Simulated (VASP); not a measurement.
# MgS (F-43m) in VASP: settings compared

The runs below take MgS through relaxation of cell and atoms, single point, with RPBE+D4, LDA, PBEsol.

Program: VASP 6.6.1. These are calculated values, not measurements. Logs are shortened: lines on timing, memory, paths and dates and some standing lists are left out, and cuts for length are marked.

### Step 1. The cell of the first run

The structure is cubic, space group F-43m (No. 216). The conventional cell has a = 5.666 Å, b = 5.666 Å, c = 5.666 Å, α = 90.00°, β = 90.00°, γ = 90.00°. S (site symmetry -43m) has 4 Mg at 2.45 Å within 3.2 Å. Mg (site symmetry -43m) has 4 S at 2.45 Å within 3.2 Å.

### Step 2. Relaxation of cell and atoms, RPBE+D4

Contents of INCAR:

```
PREC = Accurate
ENCUT = 600
EDIFF = 1E-6
ISMEAR = -1
SIGMA = 0.05
LREAL = False
LASPH = True
NELM = 80
ALGO = Normal
ISIF = 3
LWAVE = False
LCHARG = False
GGA = RP
IVDW = 13
IBRION = 2
NSW = 80
EDIFFG = -0.01
```

Contents of KPOINTS:

```
regular mesh
0
Gamma
  8 8 8
```

Contents of POSCAR:

```
MgS
1.0
    0.0000000000      2.8331200468      2.8331200468
    2.8331200468      0.0000000000      2.8331200468
    2.8331200468      2.8331200468      0.0000000000
S Mg
1 1
Direct
    0.2500000000      0.2500000000      0.2500000000
    0.0000000000      0.0000000000      0.0000000000
```

Potentials or basis: VASP PAW PBE potentials, release 64 (S, Mg).

Run with:

```bash
cat potpaw_PBE.64/S/POTCAR potpaw_PBE.64/Mg/POTCAR > POTCAR
mpirun -np 1 vasp_std > vasp.out
```

OUTCAR:

```text
PREC = Accurate
   ENCUT = 600
   EDIFF = 1E-6
   ISMEAR = -1
   LREAL = False
   LASPH = True
   NELM = 80
   ISIF = 3
   GGA = RP
   IVDW = 13
   IBRION = 2
   NSW = 80
   EDIFFG = -0.01

 ion  position               nearest neighbor table
   1  0.250  0.250  0.250-   2 2.45   2 2.45   2 2.45   2 2.45
   2  0.000  0.000  0.000-   1 2.45   1 2.45   1 2.45   1 2.45

  LATTYP: Found a face centered cubic cell.
 ALAT       =     5.6662400936

  Lattice vectors:

 A1 = (   0.0000000000,   2.8331200468,   2.8331200468)
 A2 = (   2.8331200468,   0.0000000000,   2.8331200468)
 A3 = (   2.8331200468,   2.8331200468,   0.0000000000)

Analysis of symmetry for initial positions (statically):
=====================================================================
 Subroutine PRICEL returns:
 Original cell was already a primitive cell.

 Routine SETGRP: Setting up the symmetry group for a
 face centered cubic supercell.

 Subroutine GETGRP returns: Found 24 space group operations
 (whereof 24 operations were pure point group operations)
 out of a pool of 48 trial point group operations.

The static configuration has the point symmetry T_d .

Analysis of symmetry for dynamics (positions and initial velocities):
=====================================================================
 Subroutine PRICEL returns:
 Original cell was already a primitive cell.

 Routine SETGRP: Setting up the symmetry group for a
 face centered cubic supercell.

 Subroutine GETGRP returns: Found 24 space group operations
 (whereof 24 operations were pure point group operations)
 out of a pool of 48 trial point group operations.

The dynamic configuration has the point symmetry T_d .

 Subroutine INISYM returns: Found 24 space group operations
 (whereof 24 operations are pure point group operations),
 and found     1 'primitive' translations

----------------------------------------------------------------------------------------

                                     Primitive cell

  volume of cell :      45.4805

  direct lattice vectors                    reciprocal lattice vectors
     0.000000000  2.833120047  2.833120047    -0.176483874  0.176483874  0.176483874
     2.833120047  0.000000000  2.833120047     0.176483874 -0.176483874  0.176483874
     2.833120047  2.833120047  0.000000000     0.176483874  0.176483874 -0.176483874

  length of vectors
     4.006636794  4.006636794  4.006636794     0.305679036  0.305679036  0.305679036

  position of ions in fractional coordinates (direct lattice)
     0.250000000  0.250000000  0.250000000
     0.000000000  0.000000000  0.000000000

  ion indices of the primitive-cell ions
[... 65 lines left out ...]
 SYSTEM =  unknown system
   PREC   = accura    normal or accurate (medium, high low for compatibility)
   ISTART =      0    job   : 0-new  1-cont  2-samecut
   ICHARG =      2    charge: 1-file 2-atom 10-const
   ISPIN  =      1    spin polarized calculation?
   LNONCOLLINEAR =      F non collinear calculations
   LSORBIT =      F    spin-orbit coupling
   LASPH  =      T    aspherical Exc in radial PAW
   ENCUT  =  600.0 eV  44.10 Ry    6.64 a.u.   8.00  8.00  8.00*2*pi/ulx,y,z
   NELM   =     80;   NELMIN=  2; NELMDL= -5     # of ELM steps
   EDIFF  = 0.1E-05   stopping-criterion for ELM
   LREAL  =      F    real-space projection
   EDIFFG = -.1E-01   stopping-criterion for IOM
   NSW    =     80    number of steps for IOM
   IBRION =      2    ionic relax: 0-MD 1-quasi-New 2-CG
   NFREE  =      1    steps in history (QN), initial steepest desc. (CG)
   ISIF   =      3    stress and relaxation
   ISYM   =      2    0-nonsym 1-usesym 2-fastsym
   POTIM  = 0.5000    time-step for ionic-motion
   TEBEG  =    0.0;   TEEND  =   0.0 temperature during run
   PSTRESS=    0.0 pullay stress
   NELECT =       8.0000    total number of electrons
   NUPDOWN=      -1.0000    fix difference up-down
   EMIN   =  10.00;   EMAX   =-10.00  energy-range for DOS
   EFERMI =   0.00;   METHOD = LEGACY
   ISMEAR =    -1;   SIGMA  =   0.05  broadening in eV -4-tet -1-fermi 0-gaus
   EFERMI_NEDOS =   21; number of points for ismear=-14 and -15
   IALGO  =     38    algorithm
   IMIX   =      4    mixing-type and parameters
     AMIX     =   0.40;   BMIX     =  1.00
     AMIX_MAG =   1.60;   BMIX_MAG =  1.00
  volume/ion in A,a.u.               =      22.74       153.46
  Fermi-wavevector in a.u.,A,eV,Ry     =   0.917269  1.733386 11.447692  0.841382
  Thomas-Fermi vector in A             =   2.042218
   LORBIT       =      0    0 simple, 1 ext, 2 COOP (PROOUT), +10 PAW based schemes
   GGA     = RP    functional components
   LHFCALC =     F    Hartree Fock is set to
   AEXX    =    0.0000 exact exchange contribution
   IVDW    =    13    specifies the selected vdW correction
   LEPSILON=     F    determine dielectric tensor
   LRPA    =     F    only Hartree local field effects (RPA)
 conjugate gradient relaxation of ions
 non-spin polarized calculation
  energy-cutoff  :      600.00
  volume of cell :       45.48
 maximum number of plane-waves:      1540
   NGX = 17   NGY = 17   NGZ = 17

--------------------------------------- Ionic step        1  -------------------------------------------

 number of electron       8.0000000 magnetization

 Free energy of the ion-electron system (eV)
  ---------------------------------------------------
  ext. energy  EPLUGINS =         0.00000000
  ---------------------------------------------------
  free energy    TOTEN  =        -8.00492404 eV

  energy without entropy =       -8.00492404  energy(sigma->0) =       -8.00492404

------------------------ aborting loop because EDIFF is reached ----------------------------------------

  DFT-D4 for vdW energy calculation

  Edisp (eV):   -0.84080
[... 71 lines left out ...]
--------------------------------------- Ionic step        3  -------------------------------------------

 number of electron       7.9999999 magnetization

 Free energy of the ion-electron system (eV)
  ---------------------------------------------------
  ext. energy  EPLUGINS =         0.00000000
  ---------------------------------------------------
  free energy    TOTEN  =        -7.98449820 eV

  energy without entropy =       -7.98449820  energy(sigma->0) =       -7.98449820

 E-fermi :   2.3140     XC(G=0):  -8.2521

 val. band max:        1.2951539199   @ k =   0.0000   0.0000   0.0000
 cond. band min:       5.0680715633   @ k =   0.0000   0.0000   0.0000
 fundamental gap:      3.7729176434
 Fermi energy:         2.3140197068

 k-point     1 :       0.0000    0.0000    0.0000
  band No.  band energies     occupation
      1     -10.0198      2.00000
      2       1.2952      2.00000
      3       1.2952      2.00000
      4       1.2952      2.00000
      5       5.0681      0.00000
      6       9.3863      0.00000
      7       9.3863      0.00000
      8       9.3863      0.00000
[... 243 lines left out ...]
 k-point    24 :      -0.3750    0.2500    0.1250
  band No.  band energies     occupation
      1      -9.2038      2.00000
      2      -1.4858      2.00000
      3      -0.0014      2.00000
      4       0.6458      2.00000
      5       7.5252      0.00000
      6       8.0050      0.00000
      7      10.2564      0.00000
      8      10.3223      0.00000

 [... further k-points ...]

------------------------ aborting loop because EDIFF is reached ----------------------------------------

  DFT-D4 for vdW energy calculation

  Edisp (eV):   -0.86548
[... 25 lines left out ...]
  FREE ENERGIE OF THE ION-ELECTRON SYSTEM (eV)
  ---------------------------------------------------
  free  energy   TOTEN  =        -8.8499752987 eV

  energy  without entropy=       -8.8499752986  energy(sigma->0) =       -8.84997530

 reached required accuracy - stopping structural energy minimisation
```

OSZICAR:

```text
N       E                     dE             d eps       ncg     rms          rms(c)
DAV:   1     0.305069699918E+02    0.30507E+02   -0.38678E+03   472   0.902E+02
DAV:   2    -0.669862166259E+01   -0.37206E+02   -0.35960E+02   600   0.112E+02
DAV:   3    -0.848616807028E+01   -0.17875E+01   -0.17875E+01   592   0.334E+01
[... 22 lines left out ...]
DAV:   2    -0.798454057192E+01    0.32584E-03   -0.96469E-04   496   0.161E-01    0.568E-02
DAV:   3    -0.798450347521E+01    0.37097E-04   -0.20363E-04   528   0.769E-02    0.395E-02
DAV:   4    -0.798450232479E+01    0.11504E-05   -0.16268E-06   528   0.109E-02    0.350E-02
DAV:   5    -0.798449794750E+01    0.43773E-05   -0.16236E-06   464   0.107E-02    0.523E-03
DAV:   6    -0.798449820206E+01   -0.25456E-06   -0.28282E-08   232   0.169E-03
   3 F= -.88499753E+01 E0= -.88499753E+01  d E =-.425404E-02
```

CONTCAR:

```text
MgS
   1.00000000000000
    -0.0000000000000000    2.8115390202529831    2.8115390202529831
     2.8115390202529831   -0.0000000000000000    2.8115390202529831
     2.8115390202529831    2.8115390202529831   -0.0000000000000000
  S               Mg
     1     1
Direct
     0.2500000000000000    0.2500000000000000    0.2500000000000000
     0.0000000000000000    0.0000000000000000    0.0000000000000000

  0.00000000E+00  0.00000000E+00  0.00000000E+00
  0.00000000E+00  0.00000000E+00  0.00000000E+00
```

Wall time 27 s (1 thread of Intel Xeon 6975P-C, shared host); peak memory 0.19 GiB.

Results:

- Free energy: -8.8500 eV
- Relaxed volume: 22.22 Å³/atom
- Relaxed cell: a = 3.976 Å, b = 3.976 Å, c = 3.976 Å, α = 60.00°, β = 60.00°, γ = 60.00°
- Space group after relaxing (to 0.05 Å): F-43m (No. 216)
- Energy gained by relaxing: 2.1 meV/atom
- Ionic steps: 3
- Pressure after relaxing: 0.0 GPa
- Band gap on the k mesh: 3.77 eV, direct
- Dispersion energy per atom: -0.433 eV

Step by step:
| step | energy change (eV) | largest force (eV/Å) | pressure (GPa) | volume (Å³) |
| --- | --- | --- | --- | --- |
| 1 | 0.0000 | 0.0000 | -1.28 | 45.48 |
| 2 | -0.0041 | 0.0000 | 0.22 | 44.29 |
| 3 | -0.0043 | 0.0000 | 0.00 | 44.45 |

Final structure:
```
S Mg
1.0
     0.00000    2.81154    2.81154
     2.81154    0.00000    2.81154
     2.81154    2.81154    0.00000
S Mg
1 1
Direct
  0.25000 0.25000 0.25000
  0.00000 0.00000 0.00000
```

Levels at points of the mesh, in eV from the valence-band top:
```csv
k point,band 2,band 3,band 4,band 5,band 6,band 7
"(0.00, 0.00, 0.00)",0.00,0.00,0.00,3.77,8.09,8.09
"(0.50, 0.00, 0.00)",-3.14,-0.33,-0.33,5.36,7.76,7.76
"(0.50, 0.50, 0.00)",-2.82,-1.04,-1.04,4.03,5.81,11.55
```

Caveat: the PAW data sets were made with another functional, which shifts forces and pressure a little. A k mesh can miss the band edges.

(Part 1 of 2 ends here.)
